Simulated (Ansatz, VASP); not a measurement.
# Be2C in VASP and in Ansatz

The input POSCAR:

```
Be2C
1.0
    0.0000000000      2.1650000000      2.1650000000
    2.1650000000      0.0000000000      2.1650000000
    2.1650000000      2.1650000000      0.0000000000
Be C
2 1
Direct
    0.2500000000      0.2500000000      0.2500000000
    0.7500000000      0.7500000000      0.7500000000
    0.0000000000      0.0000000000      0.0000000000
```

File INCAR.step1:

```
SYSTEM = Be2C
ALGO = Normal
EDIFF = 1E-5
EDIFFG = -0.005
ENCUT = 660
GGA = PE
GGA_COMPAT = .FALSE.
IBRION = 2
ISIF = 3
ISMEAR = 0
LASPH = .TRUE.
LCHARG = .FALSE.
LREAL = .FALSE.
LWAVE = .TRUE.
NELM = 120
NELMIN = 4
NSW = 100
PREC = Accurate
SIGMA = 0.01
```

The input INCAR.step2:

```
SYSTEM = Be2C
ALGO = Normal
BPARAM = 11.95
CPARAM = 0.0093
EDIFF = 1E-7
EDIFFG = -0.03
ENCUT = 660
GGA_COMPAT = .FALSE.
IBRION = 2
ISIF = 3
ISMEAR = 0
ISTART = 1
IVDW_NL = 2
LASPH = .TRUE.
LCHARG = .FALSE.
LMIXTAU = .TRUE.
LREAL = .FALSE.
LUSE_VDW = .TRUE.
LWAVE = .FALSE.
METAGGA = R2SCAN
NELM = 120
NELMIN = 4
NSW = 60
PREC = Accurate
SIGMA = 0.01
```

Contents of KPOINTS:

```
k-points
0
G
  8 8 8
  0 0 0
```

Input for Ansatz:

```yaml
crystal:
  lattice:
    - [0.0, 2.165, 2.165]
    - [2.165, 0.0, 2.165]
    - [2.165, 2.165, 0.0]
  atoms:
    - { symbol: Be, position: [0.25, 0.25, 0.25] }
    - { symbol: Be, position: [0.75, 0.75, 0.75] }
    - { symbol: C, position: [0.0, 0.0, 0.0] }
kpoints:
  mp_grid:
    grid: [8, 8, 8]
hamiltonian:
  xc: r2scan
  dispersion: rvv10
scf:
  occupations:
    method: fixed
relax:
  f_tol: 0.03
  max_steps: 40
  cell: {}
```

Alike in both runs: task relaxation of cell and atoms; functional r2SCAN; dispersion rVV10; k mesh 8 × 8 × 8; no spin polarisation.

|  | VASP | Ansatz |
| --- | --- | --- |
| version | VASP 6.6.1 | Ansatz 0.2.0 |
| potentials or method | VASP PAW PBE potentials, release 64 (Be, C) | plane waves, PAW |
| plane-wave cutoff (eV) | 660 | 500 |
| occupations | gaussian, width 0.01 eV | fixed |
| valence electrons in the cell | 8 | 8 |

VASP gave:

| Property | Result |
| --- | --- |
| relaxed volume (Å³/atom) | 6.73 |
| relaxed cell length with the largest relative difference (Å) | 3.057 |

Question: Which values does Ansatz return?

Answer: Relaxed volume (Å³/atom): 6.71; relaxed cell length with the largest relative difference (Å): 3.054.

VASP's potentials were made for PBE, not for r2SCAN.
